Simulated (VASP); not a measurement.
**CuAu: electric field gradients with PBE**

Crystal: CuAu.

```
Cu Au
1.0
     2.80000    0.00000    0.00000
     0.00000    2.80000    0.00000
     0.00000    0.00000    3.67000
Cu Au
1 1
Direct
  0.50000 0.50000 0.50000
  0.00000 0.00000 0.00000
```

```json
{
  "Program": "VASP 6.6.1",
  "Task": "electric field gradients",
  "Functional": "PBE",
  "Potentials or basis": "VASP PAW PBE potentials, release 64 (Cu, Au)",
  "Cutoff": "520 eV",
  "k mesh": "12 × 12 × 9",
  "Occupations": "fermi-dirac, width 0.05 eV",
  "Spin": "non-collinear spin, zero start, spin-orbit coupling",
  "Starting moments": "[[0.0, 0.0, 0.0], [0.0, 0.0, 0.0]] μB",
  "Dipole correction": "no",
  "Further INCAR settings": "ALGO = Normal; EDIFF = 1e-08; NBANDS = 34"
}
```

```yaml
Pressure: 6.0 GPa
Net_moment: 0.00 μB per cell
Largest_electric_field_gradient_by_atom: Cu -11.4; Au +89.6 V/Å²
Valence_electrons_inside_the_program's_atomic_spheres: Cu 9.93; Au 9.75
```

Stress tensor (GPa, compression positive):
```
6.34 0.00 0.00
0.00 6.34 0.00
0.00 0.00 5.41
```

Moments on the atoms (μB; x, y, z):
```
Cu  0.00 0.00 0.00
Au  0.00 0.00 0.00
```

Electric field gradients, principal values (V/Å²):
```
atom    least   middle  greatest (by size)
1 Cu    5.678    5.678             -11.355
2 Au  -44.788  -44.788              89.577
```

Wall time 5 min on 1 thread of Intel(R) Xeon(R) Platinum 8259CL CPU @ 2.50GHz (Skylake/Cascade Lake), on a shared host, peak memory 0.36 GiB.

Caveat: the cell stands under pressure; without QUAD_EFG the Cq values of the log hold for a quadrupole moment of 1 mb, not for the nuclei.
